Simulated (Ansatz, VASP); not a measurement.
**One calculation of Si2Ni, two programs**

```
CELL_PARAMETERS angstrom
0.00000 2.68487 2.68487
2.68487 0.00000 2.68487
2.68487 2.68487 0.00000
ATOMIC_POSITIONS crystal
Si 0.25000 0.25000 0.25000
Si 0.75000 0.75000 0.75000
Ni 0.00000 0.00000 0.00000
```

Alike in both runs: task single point; functional PBE; k mesh 12 × 12 × 12; occupations gaussian, width 0.05 eV; collinear spin.

|  | VASP | Ansatz |
| --- | --- | --- |
| version | VASP 6.6.1 | Ansatz 0.2.0 |
| potentials or method | VASP PAW PBE potentials, release 64 (Si, Ni), cutoff 520 eV | scalar-relativistic, plane waves, PAW |
| valence electrons in the cell | 18 | 26 |

Ansatz gave:

```
gap on the k mesh at the Fermi level (eV) : none
pressure (GPa)                            : 6.5
net moment per atom (μB)                  : 0.00
```

Question: What did VASP give for the same quantities?

Answer: gap on the k mesh at the Fermi level (eV): none; pressure (GPa): 6.4; net moment per atom (μB): 0.00.

A gap of «none» marks a metal or a gap that the smearing closes. The functional is the same, so the differences come from potentials, cutoffs and numerics. VASP's potentials hold 18 valence electrons a cell and Ansatz's 26, so a difference there can come from the potentials and not from the codes. Ansatz's warnings: seeded moment not kept.
